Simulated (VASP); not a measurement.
WSe2, 3 atoms in the cell. The cell holds a sheet with vacuum, 3 atoms: a = 3.315 Å, b = 3.315 Å, c = 30.500 Å, α = 90.00°, β = 90.00°, γ = 120.00°. 

```yaml
Program: VASP 6.6.1
Task: single point
Functional: PBEsol
Potentials_or_basis: VASP PAW PBE potentials, release 64 (Se, W_sv)
Cutoff: 520 eV
k_mesh: 12 × 12 × 1
Occupations: gaussian, width 0.02 eV
Spin: no spin polarisation
Dipole_correction: yes
Further_INCAR_settings: ALGO = Normal; EDIFF = 1e-06; NBANDS = 20
```

Potentials or basis: VASP PAW PBE potentials, release 64 (Se, W_sv).

Run with:

```sh
$ cat potpaw_PBE.64/Se/POTCAR potpaw_PBE.64/W_sv/POTCAR > POTCAR
$ mpirun -np 1 vasp_std > vasp.out
```

Hardware: 1 thread of Intel(R) Xeon(R) Platinum 8488C (Sapphire Rapids), on a shared host.

Estimate the wall time of this run.

It took 2.5 min on 1 thread of Intel(R) Xeon(R) Platinum 8488C (Sapphire Rapids), with other jobs on the host, peak memory 0.5 GiB. Counts: scf iterations 22, k points 19.
